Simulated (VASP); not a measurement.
# C in VASP: settings compared

The runs below take C through single point, with PBE, PBEsol+D4.

All numbers are computed with VASP 6.6.1; they aren't measurements. Logs are shortened: lines on timing, memory, paths and dates and some standing lists are left out, and cuts for length are marked.

### 1 The cell of the first run

The cell holds a slab with vacuum, 32 atoms: a = 5.026 Å, b = 5.026 Å, c = 20.219 Å, α = 90.00°, β = 90.00°, γ = 90.00°.

### 2 Single point, PBE

INCAR

```
ALGO = Normal
EDIFF = 1E-6
ENCUT = 520
GGA = PE
ISIF = 2
ISMEAR = 1
LASPH = T
LCHARG = F
LREAL = Auto
LWAVE = F
NBANDS = 86
NELM = 80
PREC = Accurate
SIGMA = 0.05
```

KPOINTS

```
k-points
0
Gamma
  2 2 1
```

POSCAR

```
C
1.0
    3.5538030000      3.5538030000      0.0000000000
   -3.5538030000      3.5538030000      0.0000000000
    0.0000000000      0.0000000000     20.2191550000
C
32
Direct
    0.0064140000      0.0986940000      0.3292630000
    0.9740910000      0.9887510000      0.5217510000
    0.4923590000      0.3952190000      0.3358610000
    0.5153960000      0.5185010000      0.5244670000
    0.2520640000      0.0012880000      0.3842170000
    0.2882240000      0.0077510000      0.5719570000
    0.7548190000      0.5179330000      0.3938250000
    0.7554040000      0.5159590000      0.5630800000
    0.9999680000      0.4021520000      0.3642600000
    0.0226730000      0.4852740000      0.5269350000
    0.5094430000      0.0647020000      0.3606090000
    0.5118240000      0.0081580000      0.5185160000
    0.2649560000      0.5066180000      0.3881540000
    0.2472140000      0.4766420000      0.5630760000
    0.7511810000      0.0022210000      0.3891350000
    0.7380020000      0.0172200000      0.5620950000
    0.2738280000      0.7614470000      0.4266270000
    0.2490930000      0.7452680000      0.6159610000
    0.7373890000      0.2313690000      0.4314190000
    0.7638040000      0.2500280000      0.6143740000
    0.0329900000      0.2710530000      0.4827640000
    0.9960510000      0.3211350000      0.6707520000
    0.4921410000      0.7655000000      0.4766130000
    0.5114580000      0.6415560000      0.6716560000
    0.2438230000      0.2393180000      0.4378990000
    0.2621400000      0.2341060000      0.6084180000
    0.7702300000      0.7659730000      0.4300380000
    0.7526640000      0.7542410000      0.6068580000
    0.9974270000      0.7538790000      0.4853290000
    0.0007870000      0.6527940000      0.6384510000
    0.5087340000      0.2290620000      0.4791290000
    0.5035690000      0.4065570000      0.6335460000
```

Potentials or basis: VASP PAW PBE potentials, release 64 (C).

Command:

```
> cat potpaw_PBE.64/C/POTCAR > POTCAR
> mpirun -np 1 vasp_std > vasp.out
```

OUTCAR:

```text
EDIFF = 1E-6
   ENCUT = 520
   GGA = PE
   ISIF = 2
   ISMEAR = 1
   LASPH = T
   LREAL = Auto
   NELM = 80
   PREC = Accurate

 ion  position               nearest neighbor table
   1  0.006  0.099  0.329-   9 1.68   5 1.73  15 1.83
   2  0.974  0.989  0.522-  29 1.40  16 1.45  21 1.65   6 1.88
   3  0.492  0.395  0.336-  13 1.65  11 1.74   7 1.87
   4  0.515  0.519  0.524-   8 1.44  14 1.57  23 1.58  31 1.72
   5  0.252  0.001  0.384-  11 1.42  17 1.48  25 1.62   1 1.73
   6  0.288  0.008  0.572-  26 1.36  12 1.56  18 1.60   2 1.88
   7  0.755  0.518  0.394-  27 1.45   9 1.49  19 1.63   3 1.87
   8  0.755  0.516  0.563-   4 1.44  28 1.49  10 1.54  20 1.69  32 1.98
   9  1.000  0.402  0.364-   7 1.49  13 1.51   1 1.68
  10  0.023  0.485  0.527-  14 1.35  21 1.40   8 1.54  29 1.60
  11  0.509  0.065  0.361-  15 1.38   5 1.42   3 1.74  19 2.02
  12  0.512  0.008  0.519-  31 1.37  16 1.44  23 1.49   6 1.56
  13  0.265  0.507  0.388-  17 1.50   9 1.51   3 1.65  25 1.68
  14  0.247  0.477  0.563-  10 1.35  26 1.53   4 1.57  18 1.72  32 1.95
  15  0.751  0.002  0.389-  11 1.38  19 1.44  27 1.45   1 1.83
  16  0.738  0.017  0.562-  12 1.44   2 1.45  20 1.58  28 1.60
  17  0.274  0.761  0.427-   5 1.48  23 1.49  13 1.50  29 1.83
  18  0.249  0.745  0.616-  30 1.41   6 1.60  14 1.72  24 1.81
  19  0.737  0.231  0.431-  15 1.44  31 1.50   7 1.63  21 1.82  11 2.02
  20  0.764  0.250  0.614-  32 1.57  16 1.58  22 1.67   8 1.69
  21  0.033  0.271  0.483-  10 1.40  25 1.40   2 1.65  19 1.82
  22  0.996  0.321  0.671-  20 1.67  30 1.79  26 1.89
  23  0.492  0.766  0.477-  12 1.49  17 1.49   4 1.58  27 1.69
  24  0.511  0.642  0.672-  32 1.41  18 1.81  28 1.87
  25  0.244  0.239  0.438-  21 1.40  31 1.57   5 1.62  13 1.68
  26  0.262  0.234  0.608-   6 1.36  14 1.53  32 1.58  22 1.89
  27  0.770  0.766  0.430-   7 1.45  15 1.45  29 1.60  23 1.69
  28  0.753  0.754  0.607-   8 1.49  30 1.49  16 1.60  24 1.87
  29  0.997  0.754  0.485-   2 1.40  10 1.60  27 1.60  17 1.83
  30  0.001  0.653  0.638-  18 1.41  28 1.49  22 1.79
  31  0.509  0.229  0.479-  12 1.37  19 1.50  25 1.57   4 1.72
  32  0.504  0.407  0.634-  24 1.41  20 1.57  26 1.58  14 1.95   8 1.98

  LATTYP: Found a simple tetragonal cell.
 ALAT       =     5.0258364006
 C/A-ratio  =     4.0230428109

  Lattice vectors:

 A1 = (   3.5538030000,   3.5538030000,   0.0000000000)
 A2 = (  -3.5538030000,   3.5538030000,   0.0000000000)
 A3 = (   0.0000000000,   0.0000000000,  20.2191550000)

Analysis of symmetry for initial positions (statically):
=====================================================================
 Subroutine PRICEL returns:
 Original cell was already a primitive cell.

 Routine SETGRP: Setting up the symmetry group for a
 simple tetragonal supercell.

 Subroutine GETGRP returns: Found  1 space group operations
 (whereof  1 operations were pure point group operations)
 out of a pool of 16 trial point group operations.

The static configuration has the point symmetry C_1 .

Analysis of symmetry for dynamics (positions and initial velocities):
=====================================================================
 Subroutine PRICEL returns:
 Original cell was already a primitive cell.

 Routine SETGRP: Setting up the symmetry group for a
 simple tetragonal supercell.

 Subroutine GETGRP returns: Found  1 space group operations
 (whereof  1 operations were pure point group operations)
 out of a pool of 16 trial point group operations.

The dynamic configuration has the point symmetry C_1 .

 Subroutine INISYM returns: Found  1 space group operations
 (whereof  1 operations are pure point group operations),
 and found     1 'primitive' translations

----------------------------------------------------------------------------------------

                                     Primitive cell

  volume of cell :     510.7163

  direct lattice vectors                    reciprocal lattice vectors
     3.553803000  3.553803000  0.000000000     0.140694349  0.140694349  0.000000000
    -3.553803000  3.553803000  0.000000000    -0.140694349  0.140694349  0.000000000
     0.000000000  0.000000000 20.219155000     0.000000000  0.000000000  0.049458051

  length of vectors
     5.025836401  5.025836401 20.219155000     0.198971857  0.198971857  0.049458051

  position of ions in fractional coordinates (direct lattice)
     0.006414000  0.098694000  0.329263000
     0.974091000  0.988751000  0.521751000
     0.492359000  0.395219000  0.335861000
     0.515396000  0.518501000  0.524467000
     0.252064000  0.001288000  0.384217000
     0.288224000  0.007751000  0.571957000
[... 24 lines left out ...]
     0.508734000  0.229062000  0.479129000
     0.503569000  0.406557000  0.633546000

  ion indices of the primitive-cell ions
   primitive index   ion index
                 1           1
                 2           2
                 3           3
                 4           4
                 5           5
                 6           6
[... 24 lines left out ...]
                31          31
                32          32

----------------------------------------------------------------------------------------

 KPOINTS: k-points

Automatic generation of k-mesh.
 Grid dimensions read from file:
 generate k-points for:    2    2    1

 Generating k-lattice:

  Cartesian coordinates                     Fractional coordinates (reciprocal lattice)
     0.070347175  0.070347175  0.000000000     0.500000000  0.000000000  0.000000000
    -0.070347175  0.070347175  0.000000000     0.000000000  0.500000000  0.000000000
     0.000000000  0.000000000  0.049458051     0.000000000  0.000000000  1.000000000

  Length of vectors
     0.099485928  0.099485928  0.049458051

  Shift w.r.t. Gamma in fractional coordinates (k-lattice)
     0.000000000  0.000000000  0.000000000

 Subroutine IBZKPT returns following result:
 ===========================================

 Found      4 irreducible k-points:

 Following reciprocal coordinates:
            Coordinates               Weight
  0.000000  0.000000  0.000000      1.000000
  0.500000  0.000000  0.000000      1.000000
  0.000000  0.500000  0.000000      1.000000
  0.500000  0.500000  0.000000      1.000000
   k-points           NKPTS =      4   k-points in BZ     NKDIM =      4   number of bands    NBANDS=     86
   number of dos      NEDOS =    301   number of ions     NIONS =     32
   total plane-waves  NPLWV = 240000
   dimension x,y,z NGX =    40 NGY =   40 NGZ =  150
   dimension x,y,z NGXF=    80 NGYF=   80 NGZF=  300
   ions per type =              32
   NGX,Y,Z   is equivalent  to a cutoff of  13.23, 13.23, 12.33 a.u.
   NGXF,Y,Z  is equivalent  to a cutoff of  26.46, 26.46, 24.67 a.u.
 SYSTEM =  unknown system
   PREC   = accura    normal or accurate (medium, high low for compatibility)
   ISTART =      0    job   : 0-new  1-cont  2-samecut
   ICHARG =      2    charge: 1-file 2-atom 10-const
   ISPIN  =      1    spin polarized calculation?
   LNONCOLLINEAR =      F non collinear calculations
   LSORBIT =      F    spin-orbit coupling
   LASPH  =      T    aspherical Exc in radial PAW
   ENCUT  =  520.0 eV  38.22 Ry    6.18 a.u.   9.34  9.34 37.59*2*pi/ulx,y,z
   NELM   =     80;   NELMIN=  2; NELMDL= -5     # of ELM steps
   EDIFF  = 0.1E-05   stopping-criterion for ELM
   LREAL  =      T    real-space projection
   EDIFFG = 0.1E-04   stopping-criterion for IOM
   NSW    =      0    number of steps for IOM
   IBRION =     -1    ionic relax: 0-MD 1-quasi-New 2-CG
   NFREE  =      0    steps in history (QN), initial steepest desc. (CG)
   ISIF   =      2    stress and relaxation
   ISYM   =      2    0-nonsym 1-usesym 2-fastsym
   POTIM  = 0.5000    time-step for ionic-motion
   TEBEG  =    0.0;   TEEND  =   0.0 temperature during run
   PSTRESS=    0.0 pullay stress
   NELECT =     128.0000    total number of electrons
   NUPDOWN=      -1.0000    fix difference up-down
   EMIN   =  10.00;   EMAX   =-10.00  energy-range for DOS
   EFERMI =   0.00;   METHOD = LEGACY
   ISMEAR =     1;   SIGMA  =   0.05  broadening in eV -4-tet -1-fermi 0-gaus
   EFERMI_NEDOS =   21; number of points for ismear=-14 and -15
   IALGO  =     38    algorithm
   IMIX   =      4    mixing-type and parameters
     AMIX     =   0.40;   BMIX     =  1.00
     AMIX_MAG =   1.60;   BMIX_MAG =  1.00
  volume/ion in A,a.u.               =      15.96       107.70
  Fermi-wavevector in a.u.,A,eV,Ry     =   1.032171  1.950520 14.495329  1.065377
  Thomas-Fermi vector in A             =   2.166355
   LORBIT       =      0    0 simple, 1 ext, 2 COOP (PROOUT), +10 PAW based schemes
   GGA     = PE    functional components
   LHFCALC =     F    Hartree Fock is set to
   AEXX    =    0.0000 exact exchange contribution
   IVDW    =     0    specifies the selected vdW correction
   LEPSILON=     F    determine dielectric tensor
   LRPA    =     F    only Hartree local field effects (RPA)
 non-spin polarized calculation
 Methfessel and Paxton  Order N= 1 SIGMA  =   0.05
  energy-cutoff  :      520.00
  volume of cell :      510.72
 maximum number of plane-waves:     13775
 NGX is ok and might be reduce to    40
   NGX = 19   NGY = 19   NGZ = 75

 number of electron     128.0000000 magnetization

 Free energy of the ion-electron system (eV)
  ---------------------------------------------------
  ext. energy  EPLUGINS =         0.00000000
  ---------------------------------------------------
  free energy    TOTEN  =      -254.67090469 eV

  energy without entropy =     -254.67166955  energy(sigma->0) =     -254.67115964

 E-fermi :  -0.4576     XC(G=0):  -5.7598

 val. band max:       -0.6046587121   @ k =   0.0000   0.5000   0.0000
 cond. band min:      -0.4155982726   @ k =   0.0000   0.0000   0.0000
 fundamental gap:      0.1890604395
 Fermi energy:        -0.4575985089

 k-point     1 :       0.0000    0.0000    0.0000
  band No.  band energies     occupation
      1     -22.9012      2.00000
      2     -21.3870      2.00000
      3     -19.4484      2.00000
      4     -19.0587      2.00000
      5     -18.6523      2.00000
      6     -17.9346      2.00000
[... 68 lines left out ...]
     75       3.7933      0.00000
     76       4.1498      0.00000
[... 235 lines left out ...]
     75       4.3666      0.00000
     76       4.6265      0.00000
 [bands above 76 left out]

------------------------ aborting loop because EDIFF is reached ----------------------------------------

  FORCE on cell =-STRESS in cart. coord.  units (eV):
  Direction    XX          YY          ZZ          XY          YZ          ZX
  --------------------------------------------------------------------------------------
  -------------------------------------------------------------------------------------
  Total       10.0509967     14.1305474      1.9014407     14.1438649      2.3443358      1.5400912
  in kB       31.5311648     44.3291978      5.9650442     44.3709764      7.3544585      4.8314481
  external PRESSURE =      27.2751356 kB  Pullay stress =       0.0000000 kB

 VOLUME and BASIS-vectors are now :
 -----------------------------------------------------------------------------
  energy-cutoff  :      520.00
  volume of cell :      510.72
      direct lattice vectors                 reciprocal lattice vectors
     3.553803000  3.553803000  0.000000000     0.140694349  0.140694349  0.000000000
    -3.553803000  3.553803000  0.000000000    -0.140694349  0.140694349  0.000000000
     0.000000000  0.000000000 20.219155000     0.000000000  0.000000000  0.049458051

 POSITION                                       TOTAL-FORCE (eV/Angst)
 -----------------------------------------------------------------------------------
     -0.32794      0.37353      6.65742        -1.212141      0.848909      5.132981
     -0.05210      6.97555     10.54936         0.556643      7.573101      1.773113
      0.34522      3.15428      6.79083         0.636893      0.558603      3.879807
     -0.01103      3.67427     10.60428        -0.735907     -3.800221     -5.054986
      0.89121      0.90036      7.76854        -1.165275      0.923447      0.185416
      0.99675      1.05184     11.56449         1.278774     -6.525796     -0.999259
[... 24 lines left out ...]
      0.99390      2.62198      9.68758        -5.196696      4.173567     -2.913006
      0.34476      3.23441     12.80976         6.750774     -4.177254      3.795948
 -----------------------------------------------------------------------------------
    total drift:                                0.024382     -0.041076     -0.011307

  FREE ENERGIE OF THE ION-ELECTRON SYSTEM (eV)
  ---------------------------------------------------
  free  energy   TOTEN  =      -254.6709046882 eV

  energy  without entropy=     -254.6716695508  energy(sigma->0) =     -254.67115964
```

Run time: 3.4 min. Hardware: 1 thread of Intel Xeon 6975P-C (Granite Rapids), shared host; peak memory 0.55 GiB.

What came out:

```
Free energy   : -254.6709 eV
Largest force : 9.606 eV/Å
```

Forces on the atoms (eV/Å):
```
C   -1.212  0.849  5.133
C    0.557  7.573  1.773
C    0.637  0.559  3.880
C   -0.736 -3.800 -5.055
C   -1.165  0.923  0.185
C    1.279 -6.526 -0.999
C    5.626 -3.244 -4.513
C    2.682 -0.774  0.658
C   -0.083  1.309 -1.887
C   -7.790 -0.893 -5.087
C   -4.804  2.046 -2.729
C   -0.166 -4.547  3.958
C    1.879 -4.110 -2.214
C    1.470  5.196  3.146
C    1.937  2.131 -3.134
C    3.586  0.773  5.938
C   -1.096 -3.330  2.139
C    1.281  1.063  0.720
C   -3.021  4.578  3.910
C   -4.480  1.381  0.147
C    1.528 -9.370 -1.463
C   -0.422  0.630 -4.884
C    3.527  1.198 -1.047
C   -2.082  0.389 -5.130
C    0.735  3.258 -1.007
C   -5.244  5.685  4.850
C    0.476 -3.158  3.367
C    1.656  0.351  3.208
C    2.389 -0.047 -6.026
C   -0.495 -0.090  1.280
C   -5.197  4.174 -2.913
C    6.751 -4.177  3.796
```

Caveat: the k points lie up to 0.63 Å⁻¹ apart.

### 3 Single point, PBEsol+D4

INCAR

```
SYSTEM = C
ALGO     = Normal         ! electronic algorithm
EDIFF    = 1E-6           ! SCF threshold, eV
ENCUT    = 520            ! plane-wave cutoff, eV
GGA      = PS             ! functional
ISIF     = 2              ! what is computed and relaxed
ISMEAR   = -1             ! smearing method
IVDW     = 13             ! dispersion correction
LASPH    = .True.         ! aspherical terms in the spheres
LCHARG   = .False.        ! write CHGCAR
LREAL    = Auto         
LWAVE    = .False.        ! write WAVECAR
NBANDS   = 86             ! bands
NELM     = 80             ! most SCF steps
PREC     = Accurate       ! precision mode
SIGMA    = 0.05           ! smearing width, eV
```

KPOINTS

```
k-points
0
Gamma
  2 2 1
  0 0 0
```

POSCAR is that of step 2.

Potentials or basis: VASP PAW PBE potentials, release 64 (C).

Command:

```
> cat potpaw_PBE.64/C/POTCAR > POTCAR
> mpirun -np 1 vasp_std > vasp.out
```

Run time: 3.6 min. Hardware: 1 thread of Intel Xeon 6975P-C (Granite Rapids), shared host; peak memory 0.55 GiB.

It converged, with:

| Item | Value |
| --- | --- |
| Free energy | -273.1743 eV |
| Largest force | 9.553 eV/Å |
| Dispersion energy per atom | -0.088 eV |

Forces in eV/Å, atoms in the order of the input:
```
C   -1.255  0.906  5.373
C    0.521  7.541  1.698
C    0.677  0.506  4.190
C   -0.747 -3.793 -5.032
C   -1.275  0.924  0.322
C    1.334 -6.492 -1.019
C    5.552 -3.300 -4.389
C    2.663 -0.841  0.554
C   -0.005  1.225 -1.802
C   -7.783 -0.900 -5.045
C   -4.747  1.974 -2.799
C   -0.139 -4.557  3.887
C    1.900 -4.078 -2.097
C    1.554  5.235  3.051
C    1.919  2.166 -3.002
C    3.537  0.742  5.937
C   -1.094 -3.301  2.143
C    1.328  1.076  0.585
C   -2.952  4.650  4.005
C   -4.393  1.412  0.030
C    1.453 -9.330 -1.447
C   -0.480  0.642 -5.111
C    3.500  1.207 -1.015
C   -2.032  0.366 -5.371
C    0.825  3.258 -0.996
C   -5.212  5.646  4.734
C    0.453 -3.100  3.411
C    1.624  0.324  3.099
C    2.411 -0.107 -5.954
C   -0.545 -0.079  1.328
C   -5.202  4.160 -2.901
C    6.613 -4.081  3.632
```

Caveat: the k points lie up to 0.63 Å⁻¹ apart; the PAW data sets were made with another functional, which shifts forces and pressure a little.
